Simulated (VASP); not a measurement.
Write the native input for VASP 6.6.1 that does the following.

```
Task                   : single point
Functional             : r2SCAN
Potentials or basis    : VASP PAW PBE potentials, release 64 (Cu)
Cutoff                 : 520 eV
k mesh                 : 12 × 12 × 7
Occupations            : fermi-dirac, width 0.05 eV
Spin                   : no spin polarisation
Dipole correction      : no
Further INCAR settings : ALGO = Normal; EDIFF = 1e-06; NBANDS = 18
```

Crystal: Cu.

```xyz
2
Lattice="2.4998 0.0000 0.0000 -1.2499 2.1649 0.0000 0.0000 0.0000 4.0570" Properties=species:S:1:pos:R:3 pbc="T T T"
Cu    1.2499    0.7216    3.0427
Cu    0.0000    1.4433    1.0142
```

One way to write it, as run:

POSCAR

```
Cu
1.0
    2.4998479218      0.0000000000      0.0000000000
   -1.2499239609      2.1649318059      0.0000000000
    0.0000000000      0.0000000000      4.0569889027
Cu
2
Direct
    0.6666666667      0.3333333333      0.7500000000
    0.3333333333      0.6666666667      0.2500000000
```

INCAR.step1

```
  ALGO = Normal
  EDIFF = 1E-4
  ENCUT = 520
  GGA = PE
  ISMEAR = -1
  LASPH = True
  LCHARG = False
  LREAL = False
  LWAVE = True
  NBANDS = 18
  NELM = 100
  PREC = Accurate
  SIGMA = 0.05
```

INCAR.step2

```
  ALGO = Normal
  EDIFF = 1E-6
  ENCUT = 520
  ISIF = 2
  ISMEAR = -1
  ISTART = 1
  LASPH = True
  LCHARG = False
  LMIXTAU = True
  LREAL = False
  LWAVE = False
  METAGGA = R2SCAN
  NBANDS = 18
  NELM = 100
  PREC = Accurate
  SIGMA = 0.05
```

KPOINTS

```
k-points
0
Gamma
  12 12 7
```

Potentials or basis: VASP PAW PBE potentials, release 64 (Cu).

The run is started by

```bash
$ cat potpaw_PBE.64/Cu/POTCAR > POTCAR
$ cp INCAR.step1 INCAR
$ mpirun -np 1 vasp_std > vasp.out
$ cp INCAR.step2 INCAR
$ mpirun -np 1 vasp_std > vasp.out
```

It gave:

| Property | Result |
| --- | --- |
| Pressure | 8.5 GPa |
| Band gap on the k mesh | zero (band 11 reaches 12.66 eV, above the bottom of band 12 at 6.25 eV) |

Caveat: the PAW data sets were made with another functional, which shifts forces and pressure a little.

It took 48 s on 1 thread of Intel(R) Xeon(R) 6975P-C (Granite Rapids), on a shared host, peak memory 0.15 GiB.
